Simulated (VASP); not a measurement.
AlRu: single point with PBE

AlRu:

```
Al Ru
1.0
     3.00389    0.00000    0.00000
     0.00000    3.00389    0.00000
     0.00000    0.00000    6.00778
Al Ru
2 2
Direct
  0.00000 0.00000 0.99251
  0.00000 0.00000 0.50749
  0.50000 0.50000 0.25000
  0.50000 0.50000 0.75000
```

This cell differs from its parent crystal: atoms displaced along a vibrational mode.

```yaml
Program: VASP 6.6.1
Task: single point
Functional: PBE
Potentials_or_basis: VASP PAW PBE potentials, release 64 (Al, Ru_pv)
Cutoff: 520 eV
k_mesh: 14 × 14 × 8
Occupations: gaussian, width 0.15 eV
Spin: no spin polarisation
```

The pressure is 0.2 GPa and the largest force is 0.484 eV/Å. The band gap on the k mesh is zero (bands 17 and 18 overlap by 2.77 eV).

Forces on the atoms (eV/Å):
```
Al   0.000  0.000  0.484
Al   0.000  0.000 -0.484
Ru   0.000  0.000  0.000
Ru   0.000  0.000  0.000
```

Levels at points of the mesh, in eV from the Fermi level:
```tsv
k point	band 15	band 16	band 17	band 18	band 19	band 20
(0.00, 0.00, 0.00)	0.14	0.17	0.17	0.43	2.24	6.00
(0.50, 0.00, 0.00)	-1.36	-1.16	-1.12	0.41	1.49	2.24
(0.50, 0.50, 0.00)	-1.15	1.49	1.58	1.60	2.49	4.10
(0.00, 0.00, 0.50)	-0.79	-0.79	0.21	0.36	3.02	3.08
(0.50, 0.00, 0.50)	-1.49	-1.26	-0.52	-0.40	2.05	2.12
(0.50, 0.50, 0.50)	1.51	1.57	1.71	1.71	2.02	2.02
```

Run time: 2.2 min on 1 thread of AMD EPYC 9R45 96-Core Processor (Zen 5) (shared host), peak memory 0.29 GiB.

Caveat: the cell differs from its parent crystal (atoms displaced along a vibrational mode).
